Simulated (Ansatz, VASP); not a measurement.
## Two plane-wave programs on La2HfO2

```xyz
10
Lattice="1.9091 -3.3067 0.0000 -5.7274 -3.3067 0.0000 0.0000 0.0000 -9.6018" Properties=species:S:1:pos:R:3 pbc="T T T"
La   -1.9091   -5.5112   -6.4626
La    0.0000   -2.2045   -6.4626
La   -3.8183   -4.4090   -3.1392
La    0.0000   -4.4090   -3.1392
Hf   -1.9091   -3.3067    0.0000
Hf    0.0000    0.0000    0.0000
O    -1.9091   -5.5112   -3.8591
O     0.0000   -2.2045   -3.8591
O    -3.8183   -4.4090   -5.7427
O     0.0000   -4.4090   -5.7427
```

Alike in both runs: task single point; functional PBE; k mesh 6 × 4 × 2; occupations gaussian, width 0.2 eV; no spin polarisation.

|  | VASP | Ansatz |
| --- | --- | --- |
| version | VASP 6.6.1 | Ansatz 0.2.0 |
| potentials or method | VASP PAW PBE potentials, release 64 (La, Hf_pv, O), cutoff 520 eV | scalar-relativistic, plane waves, PAW |
| valence electrons in the cell | 88 | 120 |

|  | VASP | Ansatz | Ansatz less VASP |
| --- | --- | --- | --- |
| gap on the k mesh at the Fermi level (eV) | none | none | - |
| pressure (GPa) | -0.2 | 0.0 | +0.18 |
| traceless stress, the component that is largest in VASP (GPa) | -0.31 | -0.29 | +0.018 |
| rms of the force components (eV/Å) | 0.007 | 0.009 | +0.0019 |

Atom by atom the forces differ by 0.003 eV/Å (rms over components). A gap of «none» marks a metal or a gap that the smearing closes. VASP's potentials hold 88 valence electrons a cell and Ansatz's 120, so a difference there can come from the potentials and not from the codes.

Spin-orbit coupling is off throughout.
